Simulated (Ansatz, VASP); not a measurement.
## BaS: VASP beside Ansatz

```
Ba S
1.0
     0.00000    3.21180    3.21180
     3.10099    0.00000    3.21180
     3.10099    3.21180    0.00000
Ba S
1 1
Direct
  0.00000 0.00000 0.00000
  0.50000 0.50000 0.50000
```

Change from the starting cell: uniaxial_x strain -3.5%.

Alike in both runs: task single point; functional r2SCAN; k mesh 8 × 8 × 8; no spin polarisation.

|  | VASP | Ansatz |
| --- | --- | --- |
| version | VASP 6.6.1 | Ansatz 0.2.0 |
| potentials or method | VASP PAW PBE potentials, release 64 (Ba_sv, S) | plane waves, PAW |
| plane-wave cutoff (eV) | 520 | 500 |
| occupations | gaussian, width 0.01 eV | fixed |
| valence electrons in the cell | 16 | 16 |

Ansatz gave:

```
gap on the k mesh at the Fermi level (eV)                     : 2.41
pressure (GPa)                                                : 1.9
traceless stress, the component that is largest in VASP (GPa) : 2.41
```

Task: What did VASP give for the same quantities?

Result: gap on the k mesh at the Fermi level (eV): 2.31; pressure (GPa): 2.5; traceless stress, the component that is largest in VASP (GPa): 2.62.

VASP's potentials were made for PBE, not for r2SCAN.

Neither program's run includes spin-orbit coupling.
